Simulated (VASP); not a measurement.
WS2 (Tungstenite), 3 atoms in the cell. The structure is trigonal, space group R3m (No. 160). Conventional cell: a = 3.158 Å, b = 3.158 Å, c = 18.490 Å, α = 90.00°, β = 90.00°, γ = 120.00°. Within 3.2 Å of W (site symmetry 3m) lie 6 S at 2.39 to 2.42 Å and 6 W at 3.16 Å. S (site symmetry 3m) has 3 W at 2.42 Å and 7 S at 3.13 to 3.16 Å within 3.2 Å. S (site symmetry 3m) has 3 W at 2.39 Å and 7 S at 3.13 to 3.16 Å within 3.2 Å. 

- Program: VASP 6.6.1
- Task: single point
- Functional: PBE
- Potentials or basis: VASP PAW PBE potentials, release 64 (W_sv, S)
- Cutoff: 520 eV
- k mesh: 5 × 5 × 5
- Occupations: fermi-dirac, width 0.03 eV
- Spin: no spin polarisation
- Dipole correction: no
- Further INCAR settings: ALGO = Normal; EDIFF = 1e-06; NBANDS = 20

Potentials or basis: VASP PAW PBE potentials, release 64 (W_sv, S).

Command:

```sh
$ cat potpaw_PBE.64/W_sv/POTCAR potpaw_PBE.64/S/POTCAR > POTCAR
$ mpirun -np 1 vasp_std > vasp.out
```

Hardware: 1 thread of Intel(R) Xeon(R) Platinum 8259CL CPU @ 2.50GHz (Skylake/Cascade Lake) (shared host).

Estimate the wall time of this run.

Wall time 55 s on 1 thread of Intel(R) Xeon(R) Platinum 8259CL CPU @ 2.50GHz (Skylake/Cascade Lake), on a shared host, peak memory 0.3 GiB. Counts: scf iterations 14, k points 19.
